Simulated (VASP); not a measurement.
# Cd in VASP: a series of runs

Cd is run at these levels: PBE; tasks: single point.

Program: VASP 6.6.1. These are calculated values, not measurements. Logs are shortened: lines on timing, memory, paths and dates and some standing lists are left out, and cuts for length are marked.

**1. The cell of the first run**

The typed cell holds 1 atom: a = 2.716 Å, b = 2.716 Å, c = 2.721 Å, α = 90.00°, β = 90.00°, γ = 90.00°.

The cell was generated, and may not be a known phase.

**2. Single point, PBE**

File INCAR:

```
SYSTEM = Cd
  PREC = Accurate
  ENCUT = 520
  EDIFF = 1E-6
  ISMEAR = 0
  SIGMA = 0.1
  LREAL = .False.
  LASPH = .True.
  NELM = 80
  ALGO = Fast
  ISIF = 2
  LWAVE = .False.
  LCHARG = .False.
  GGA = PE
  NBANDS = 12
```

File KPOINTS:

```
regular mesh
0
Gamma
  6 6 6
  0 0 0
```

File POSCAR:

```
Cd
1.0
    2.7163573400      0.0000000000      0.0000000000
    0.0000000000      2.7163573400      0.0000000000
    0.0000000000      0.0000000000      2.7213986400
Cd
1
Direct
    0.0000000000      0.0000000000      0.5000000000
```

Potentials or basis: VASP PAW PBE potentials, release 64 (Cd).

Command:

```
cat potpaw_PBE.64/Cd/POTCAR > POTCAR
mpirun -np 1 vasp_std > vasp.out
```

OUTCAR:

```text
SYSTEM = Cd
   PREC = Accurate
   ENCUT = 520
   EDIFF = 1E-6
   ISMEAR = 0
   LREAL = .False.
   LASPH = .True.
   NELM = 80
   ISIF = 2
   GGA = PE

 ion  position               nearest neighbor table
   1  0.000  0.000  0.500-

  LATTYP: Found a simple tetragonal cell.
 ALAT       =     2.7163573400
 C/A-ratio  =     1.0018559046

  Lattice vectors:

 A1 = (   2.7163573400,   0.0000000000,   0.0000000000)
 A2 = (   0.0000000000,   2.7163573400,   0.0000000000)
 A3 = (   0.0000000000,   0.0000000000,   2.7213986400)

Analysis of symmetry for initial positions (statically):
=====================================================================
 Subroutine PRICEL returns:
 Original cell was already a primitive cell.

 Routine SETGRP: Setting up the symmetry group for a
 simple tetragonal supercell.

 Subroutine GETGRP returns: Found 16 space group operations
 (whereof 16 operations were pure point group operations)
 out of a pool of 16 trial point group operations.

The static configuration has the point symmetry D_4h.

Analysis of symmetry for dynamics (positions and initial velocities):
=====================================================================
 Subroutine PRICEL returns:
 Original cell was already a primitive cell.

 Routine SETGRP: Setting up the symmetry group for a
 simple tetragonal supercell.

 Subroutine GETGRP returns: Found 16 space group operations
 (whereof 16 operations were pure point group operations)
 out of a pool of 16 trial point group operations.

The dynamic configuration has the point symmetry D_4h.

 Subroutine INISYM returns: Found 16 space group operations
 (whereof 16 operations are pure point group operations),
 and found     1 'primitive' translations

----------------------------------------------------------------------------------------

                                     Primitive cell

  volume of cell :      20.0801

  direct lattice vectors                    reciprocal lattice vectors
     2.716357340  0.000000000  0.000000000     0.368140077  0.000000000  0.000000000
     0.000000000  2.716357340  0.000000000     0.000000000  0.368140077  0.000000000
     0.000000000  0.000000000  2.721398640     0.000000000  0.000000000  0.367458110

  length of vectors
     2.716357340  2.716357340  2.721398640     0.368140077  0.368140077  0.367458110

  position of ions in fractional coordinates (direct lattice)
     0.000000000  0.000000000  0.500000000

  ion indices of the primitive-cell ions
   primitive index   ion index
                 1           1

----------------------------------------------------------------------------------------

 KPOINTS: regular mesh

Automatic generation of k-mesh.
 Grid dimensions read from file:
 generate k-points for:    6    6    6

 Generating k-lattice:

  Cartesian coordinates                     Fractional coordinates (reciprocal lattice)
     0.061356679  0.000000000  0.000000000     0.166666667  0.000000000  0.000000000
     0.000000000  0.061356679  0.000000000     0.000000000  0.166666667  0.000000000
     0.000000000  0.000000000  0.061243018     0.000000000  0.000000000  0.166666667

  Length of vectors
     0.061356679  0.061356679  0.061243018

  Shift w.r.t. Gamma in fractional coordinates (k-lattice)
     0.000000000  0.000000000  0.000000000

 Subroutine IBZKPT returns following result:
 ===========================================

 Found     40 irreducible k-points:

 Following reciprocal coordinates:
            Coordinates               Weight
  0.000000  0.000000  0.000000      1.000000
  0.166667  0.000000  0.000000      4.000000
  0.333333  0.000000  0.000000      4.000000
  0.500000  0.000000  0.000000      2.000000
  0.166667  0.166667  0.000000      4.000000
  0.333333  0.166667  0.000000      8.000000
[... 16 lines left out ...]
  0.333333  0.000000  0.333333      8.000000
  0.500000  0.000000  0.333333      4.000000
 [... further k-points ...]
   k-points           NKPTS =     40   k-points in BZ     NKDIM =     40   number of bands    NBANDS=     12
   number of dos      NEDOS =    301   number of ions     NIONS =      1
   total plane-waves  NPLWV =   8000
   dimension x,y,z NGX =    20 NGY =   20 NGZ =   20
   dimension x,y,z NGXF=    40 NGYF=   40 NGZF=   40
   ions per type =               1
   NGX,Y,Z   is equivalent  to a cutoff of  12.24, 12.24, 12.22 a.u.
   NGXF,Y,Z  is equivalent  to a cutoff of  24.48, 24.48, 24.44 a.u.
 SYSTEM =  Cd
   PREC   = accura    normal or accurate (medium, high low for compatibility)
   ISTART =      0    job   : 0-new  1-cont  2-samecut
   ICHARG =      2    charge: 1-file 2-atom 10-const
   ISPIN  =      1    spin polarized calculation?
   LNONCOLLINEAR =      F non collinear calculations
   LSORBIT =      F    spin-orbit coupling
   LASPH  =      T    aspherical Exc in radial PAW
   ENCUT  =  520.0 eV  38.22 Ry    6.18 a.u.   5.05  5.05  5.06*2*pi/ulx,y,z
   NELM   =     80;   NELMIN=  2; NELMDL= -5     # of ELM steps
   EDIFF  = 0.1E-05   stopping-criterion for ELM
   LREAL  =      F    real-space projection
   EDIFFG = 0.1E-04   stopping-criterion for IOM
   NSW    =      0    number of steps for IOM
[... 5 lines left out ...]
   TEBEG  =    0.0;   TEEND  =   0.0 temperature during run
   PSTRESS=    0.0 pullay stress
   NELECT =      12.0000    total number of electrons
   NUPDOWN=      -1.0000    fix difference up-down
   EMIN   =  10.00;   EMAX   =-10.00  energy-range for DOS
   EFERMI =   0.00;   METHOD = LEGACY
   ISMEAR =     0;   SIGMA  =   0.10  broadening in eV -4-tet -1-fermi 0-gaus
   EFERMI_NEDOS =   21; number of points for ismear=-14 and -15
   IALGO  =     68    algorithm
   IMIX   =      4    mixing-type and parameters
     AMIX     =   0.40;   BMIX     =  1.00
     AMIX_MAG =   1.60;   BMIX_MAG =  1.00
  volume/ion in A,a.u.               =      20.08       135.51
  Fermi-wavevector in a.u.,A,eV,Ry     =   1.378944  2.605826 25.871291  1.901486
  Thomas-Fermi vector in A             =   2.503959
   LORBIT       =      0    0 simple, 1 ext, 2 COOP (PROOUT), +10 PAW based schemes
   GGA     = PE    functional components
   LHFCALC =     F    Hartree Fock is set to
   AEXX    =    0.0000 exact exchange contribution
   IVDW    =     0    specifies the selected vdW correction
   LEPSILON=     F    determine dielectric tensor
   LRPA    =     F    only Hartree local field effects (RPA)
 non-spin polarized calculation
 RMM-DIIS sequential band-by-band and
 Gauss-broadening in eV      SIGMA  =   0.10
  energy-cutoff  :      520.00
  volume of cell :       20.08
 maximum number of plane-waves:       554
   NGX = 11   NGY = 11   NGZ = 11

 number of electron      11.9999993 magnetization

 Free energy of the ion-electron system (eV)
  ---------------------------------------------------
  ext. energy  EPLUGINS =         0.00000000
  ---------------------------------------------------
  free energy    TOTEN  =        -0.28962704 eV

  energy without entropy =       -0.28289996  energy(sigma->0) =       -0.28626350

 E-fermi :   3.1134     XC(G=0): -11.3443

 val. band max:        3.1090806813   @ k =   0.5000   0.1667   0.3333
 cond. band min:       3.1133942353   @ k =   0.5000   0.3333   0.1667
 fundamental gap:      0.0043135540
 Fermi energy:         3.1133820100

 k-point     1 :       0.0000    0.0000    0.0000
  band No.  band energies     occupation
      1      -7.2927      2.00000
      2      -7.2858      2.00000
      3      -5.9924      2.00000
      4      -4.9523      2.00000
      5      -4.9523      2.00000
      6      -4.9459      2.00000
      7      14.9277      0.00000
      8      15.0072      0.00000
      9      15.0072      0.00000
     10      19.2333      0.00000
     11      19.2841      0.00000
     12      20.4752      0.00000

 k-point     2 :       0.1667    0.0000    0.0000
  band No.  band energies     occupation
      1      -7.2351      2.00000
      2      -7.0036      2.00000
      3      -5.3071      2.00000
      4      -5.1426      2.00000
      5      -5.1356      2.00000
      6      -4.9361      2.00000
      7      10.5602      0.00000
      8      15.7712      0.00000
      9      15.8506      0.00000
     10      19.2465      0.00000
     11      20.0961      0.00000
     12      25.0749      0.00000

 k-point     3 :       0.3333    0.0000    0.0000
  band No.  band energies     occupation
      1      -7.1285      2.00000
      2      -6.5720      2.00000
      3      -5.5040      2.00000
      4      -5.4958      2.00000
      5      -4.9037      2.00000
      6      -3.0668      2.00000
      7       5.2055      0.00000
      8      17.9947      0.00000
      9      18.0747      0.00000
     10      19.2471      0.00000
     11      20.4520      0.00000
     12      25.9301      0.00000

 k-point     4 :       0.5000    0.0000    0.0000
  band No.  band energies     occupation
      1      -7.0743      2.00000
      2      -6.3825      2.00000
      3      -5.6761      2.00000
      4      -5.6673      2.00000
      5      -4.8874      2.00000
      6       0.1690      2.00000
      7       0.9635      2.00000
      8      19.2456      0.00000
      9      20.0690      0.00000
     10      20.1529      0.00000
     11      20.6494      0.00000
     12      23.6781      0.00000

 k-point     5 :       0.1667    0.1667    0.0000
  band No.  band energies     occupation
      1      -7.0774      2.00000
      2      -6.7414      2.00000
      3      -5.5171      2.00000
      4      -5.1388      2.00000
      5      -5.1063      2.00000
      6      -4.5234      2.00000
      7      10.8873      0.00000
      8      11.5855      0.00000
      9      16.6145      0.00000
     10      19.7436      0.00000
     11      23.9909      0.00000
     12      24.5724      0.00000
[... 228 lines left out ...]
      1      -7.1360      2.00000
      2      -6.5804      2.00000
      3      -5.4948      2.00000
      4      -5.4948      2.00000
      5      -4.8983      2.00000
      6      -3.0750      2.00000
      7       5.1647      0.00000
      8      18.0600      0.00000
      9      18.0600      0.00000
     10      19.2754      0.00000
     11      20.4746      0.00000
     12      25.9483      0.00000

 k-point    22 :       0.1667    0.0000    0.3333
  band No.  band energies     occupation
      1      -6.9460      2.00000
      2      -6.2192      2.00000
      3      -5.8954      2.00000
      4      -5.4687      2.00000
      5      -5.0758      2.00000
      6      -2.4203      2.00000
      7       5.7580      0.00000
      8      13.1590      0.00000
      9      18.9216      0.00000
     10      19.5746      0.00000
     11      20.4320      0.00000
     12      26.3798      0.00000

 k-point    23 :       0.3333    0.0000    0.3333
  band No.  band energies     occupation
      1      -6.7473      2.00000
      2      -6.5127      2.00000
      3      -5.4304      2.00000
      4      -5.4008      2.00000
      5      -5.3349      2.00000
      6      -0.5381      2.00000
      7       6.4316      0.00000
      8       8.9996      0.00000
      9      15.1504      0.00000
     10      21.1994      0.00000
     11      21.3559      0.00000
     12      25.2488      0.00000

 k-point    24 :       0.5000    0.0000    0.3333
  band No.  band energies     occupation
      1      -6.7686      2.00000
      2      -6.6691      2.00000
      3      -5.5796      2.00000
      4      -5.3875      2.00000
      5      -4.9197      2.00000
      6       2.5406      2.00000
      7       2.9801      1.94062
      8      10.3996      0.00000
      9      11.9228      0.00000
     10      22.1895      0.00000
     11      23.9713      0.00000
     12      24.3294      0.00000

 [... further k-points ...]

------------------------ aborting loop because EDIFF is reached ----------------------------------------

  FORCE on cell =-STRESS in cart. coord.  units (eV):
  Direction    XX          YY          ZZ          XY          YZ          ZX
  --------------------------------------------------------------------------------------
  -------------------------------------------------------------------------------------
  Total        2.6734274      2.6734274      2.7546004      0.0000000      0.0000000      0.0000000
  in kB      213.3108836    213.3108836    219.7876168      0.0000000      0.0000000      0.0000000
  external PRESSURE =     215.4697946 kB  Pullay stress =       0.0000000 kB

 VOLUME and BASIS-vectors are now :
 -----------------------------------------------------------------------------
  energy-cutoff  :      520.00
  volume of cell :       20.08
      direct lattice vectors                 reciprocal lattice vectors
     2.716357340  0.000000000  0.000000000     0.368140077  0.000000000  0.000000000
     0.000000000  2.716357340  0.000000000     0.000000000  0.368140077  0.000000000
     0.000000000  0.000000000  2.721398640     0.000000000  0.000000000  0.367458110

 POSITION                                       TOTAL-FORCE (eV/Angst)
 -----------------------------------------------------------------------------------
      0.00000      0.00000      1.36070         0.000000      0.000000      0.000000
 -----------------------------------------------------------------------------------
    total drift:                                0.000000      0.000000     -0.000000

  FREE ENERGIE OF THE ION-ELECTRON SYSTEM (eV)
  ---------------------------------------------------
  free  energy   TOTEN  =        -0.2896270422 eV

  energy  without entropy=       -0.2828999561  energy(sigma->0) =       -0.28626350
```

It took 6.6 s on 1 thread of Intel Xeon 8259CL, shared host; peak memory 0.12 GiB.

Results:

- Free energy: -0.2896 eV
- Pressure: 21.5 GPa
- Band gap on the k mesh: zero (bands 6 and 7 overlap by 7.93 eV)

Caveat: the k points lie up to 0.39 Å⁻¹ apart, too coarse for converged energies and pressures of a metal.

**3. Single point, PBE**

This run uses another cell than the first one, of 27.19 Å³/atom.

File INCAR:

```
ALGO = Normal
EDIFF = 1E-6
ENCUT = 520
GGA = PE
ISIF = 2
ISMEAR = 0
LASPH = True
LCHARG = False
LREAL = False
LWAVE = False
NBANDS = 12
NELM = 60
PREC = Accurate
SIGMA = 0.1
```

File KPOINTS:

```
k-points
0
Gamma
  6 6 6
```

File POSCAR:

```
Cd
1.0
    3.0069879599      0.0000000000      0.0000000000
    0.0000000000      3.0069879599      0.0000000000
    0.0000000000      0.0000000000      3.0075551208
Cd
1
Direct
    0.0000000000      0.0000000000      0.5000000000
```

Potentials or basis: VASP PAW PBE potentials, release 64 (Cd).

Command:

```
cat potpaw_PBE.64/Cd/POTCAR > POTCAR
mpirun -np 1 vasp_std > vasp.out
```

OUTCAR:

```text
EDIFF = 1E-6
   ENCUT = 520
   GGA = PE
   ISIF = 2
   ISMEAR = 0
   LASPH = True
   LREAL = False
   NELM = 60
   PREC = Accurate

 ion  position               nearest neighbor table
   1  0.000  0.000  0.500-

  LATTYP: Found a simple tetragonal cell.
 ALAT       =     3.0069879599
 C/A-ratio  =     1.0001886143

  Lattice vectors:

 A1 = (   3.0069879599,   0.0000000000,   0.0000000000)
 A2 = (   0.0000000000,   3.0069879599,   0.0000000000)
 A3 = (   0.0000000000,   0.0000000000,   3.0075551208)

Analysis of symmetry for initial positions (statically):
=====================================================================
 Subroutine PRICEL returns:
 Original cell was already a primitive cell.

 Routine SETGRP: Setting up the symmetry group for a
 simple tetragonal supercell.

 Subroutine GETGRP returns: Found 16 space group operations
 (whereof 16 operations were pure point group operations)
 out of a pool of 16 trial point group operations.

The static configuration has the point symmetry D_4h.

Analysis of symmetry for dynamics (positions and initial velocities):
=====================================================================
 Subroutine PRICEL returns:
 Original cell was already a primitive cell.

 Routine SETGRP: Setting up the symmetry group for a
 simple tetragonal supercell.

 Subroutine GETGRP returns: Found 16 space group operations
 (whereof 16 operations were pure point group operations)
 out of a pool of 16 trial point group operations.

The dynamic configuration has the point symmetry D_4h.

 Subroutine INISYM returns: Found 16 space group operations
 (whereof 16 operations are pure point group operations),
 and found     1 'primitive' translations

----------------------------------------------------------------------------------------

                                     Primitive cell

  volume of cell :      27.1942

[... 113 lines left out ...]
   AEXX    =    0.0000 exact exchange contribution
   IVDW    =     0    specifies the selected vdW correction
   LEPSILON=     F    determine dielectric tensor
   LRPA    =     F    only Hartree local field effects (RPA)
 non-spin polarized calculation
 Gauss-broadening in eV      SIGMA  =   0.10
  energy-cutoff  :      520.00
  volume of cell :       27.19
 maximum number of plane-waves:       756
 NGX is ok and might be reduce to    24
   NGX = 11   NGY = 11   NGZ = 11

 number of electron      12.0000008 magnetization

 Free energy of the ion-electron system (eV)
  ---------------------------------------------------
  ext. energy  EPLUGINS =         0.00000000
  ---------------------------------------------------
  free energy    TOTEN  =        -0.66967770 eV

  energy without entropy =       -0.66847319  energy(sigma->0) =       -0.66907544

 E-fermi :   1.3589     XC(G=0):  -9.7720

 val. band max:        0.7488269239   @ k =   0.5000   0.3333   0.1667
 cond. band min:       1.4560990396   @ k =   0.5000   0.0000   0.3333
 fundamental gap:      0.7072721157
 Fermi energy:         1.3588937787

 k-point     1 :       0.0000    0.0000    0.0000
  band No.  band energies     occupation
      1      -8.0213      2.00000
      2      -8.0207      2.00000
      3      -6.7497      2.00000
      4      -6.7497      2.00000
      5      -6.7494      2.00000
      6      -5.9650      2.00000
      7      11.0385      0.00000
      8      11.0451      0.00000
      9      11.0451      0.00000
     10      14.4764      0.00000
     11      14.4806      0.00000
     12      15.2361      0.00000
[... 331 lines left out ...]
 k-point    24 :       0.5000    0.0000    0.3333
  band No.  band energies     occupation
      1      -7.6582      2.00000
      2      -7.6552      2.00000
      3      -7.0816      2.00000
      4      -6.9816      2.00000
      5      -6.6822      2.00000
      6       0.3051      2.00000
      7       1.4561      0.16923
      8       6.5084      0.00000
      9       8.8483      0.00000
     10      17.3574      0.00000
     11      17.8238      0.00000
     12      19.1618      0.00000

 [... further k-points ...]

------------------------ aborting loop because EDIFF is reached ----------------------------------------

  FORCE on cell =-STRESS in cart. coord.  units (eV):
  Direction    XX          YY          ZZ          XY          YZ          ZX
  --------------------------------------------------------------------------------------
  -------------------------------------------------------------------------------------
  Total        0.0598455      0.0598455      0.0565350      0.0000000     -0.0000000      0.0000000
  in kB        3.5258610      3.5258610      3.3308169      0.0000000     -0.0000000      0.0000000
  external PRESSURE =       3.4608463 kB  Pullay stress =       0.0000000 kB

 VOLUME and BASIS-vectors are now :
 -----------------------------------------------------------------------------
  energy-cutoff  :      520.00
  volume of cell :       27.19
      direct lattice vectors                 reciprocal lattice vectors
     3.006987960  0.000000000  0.000000000     0.332558698  0.000000000  0.000000000
     0.000000000  3.006987960  0.000000000     0.000000000  0.332558698  0.000000000
     0.000000000  0.000000000  3.007555121     0.000000000  0.000000000  0.332495984

 POSITION                                       TOTAL-FORCE (eV/Angst)
 -----------------------------------------------------------------------------------
      0.00000      0.00000      1.50378         0.000000      0.000000      0.000000
 -----------------------------------------------------------------------------------
    total drift:                                0.000000     -0.000000      0.000000

  FREE ENERGIE OF THE ION-ELECTRON SYSTEM (eV)
  ---------------------------------------------------
  free  energy   TOTEN  =        -0.6696776952 eV

  energy  without entropy=       -0.6684731852  energy(sigma->0) =       -0.66907544
```

stdout:

```text
POSCAR found type information on POSCAR Cd
 POSCAR found :  1 types and       1 ions
 scaLAPACK will be used
 LDA part: xc-table for (Slater+PW92), standard interpolation
 POSCAR, INCAR and KPOINTS ok, starting setup
 FFT: planning ... GRIDC
 FFT: planning ... GRID_SOFT
 FFT: planning ... GRID
 WAVECAR not read
 entering main loop
```

It took 7.4 s on 1 thread of Intel Xeon 8259CL, shared host; peak memory 0.14 GiB.

What came out:

```yaml
Free_energy: -0.6697 eV
Pressure: 0.3 GPa
Band_gap_on_the_k_mesh: zero (bands 6 and 7 overlap by 6.41 eV)
```

The gap in the log of VASP goes by the Fermi energy; the results here count the filled bands.